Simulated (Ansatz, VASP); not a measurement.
One calculation of Zr3Si2F, two programs

```xyz
6
Lattice="2.9926 1.7278 3.3009 -2.9926 1.7278 3.3009 0.0000 -3.4556 3.3009" Properties=species:S:1:pos:R:3 pbc="T T T"
Zr    1.4963   -0.8639    3.3009
Zr   -1.4963   -0.8639    3.3009
Zr    0.0000    1.7278    3.3009
Si    0.0000    0.0000    1.1379
Si    0.0000    0.0000    8.7646
F     0.0000    0.0000    4.9513
```

Alike in both runs: task single point; functional PBE; k mesh 12 × 12 × 12; occupations gaussian, width 0.1 eV; no spin polarisation.

|  | VASP | Ansatz |
| --- | --- | --- |
| version | VASP 6.6.1 | Ansatz 0.2.0 |
| potentials or method | VASP PAW PBE potentials, release 64 (Zr_sv, Si, F), cutoff 520 eV | scalar-relativistic, plane waves, PAW |
| valence electrons in the cell | 51 | 51 |

Ansatz gave:

| Item | Value |
| --- | --- |
| gap on the k mesh at the Fermi level (eV) | none |
| pressure (GPa) | 0.0 |
| rms of the force components (eV/Å) | 0.001 |

**Question.** Estimate VASP's values.

**Answer.** gap on the k mesh at the Fermi level (eV): none; pressure (GPa): 0.0; rms of the force components (eV/Å): 0.005.

Atom by atom the forces differ by 0.006 eV/Å (rms over components). A gap of «none» marks a metal or a gap that the smearing closes.
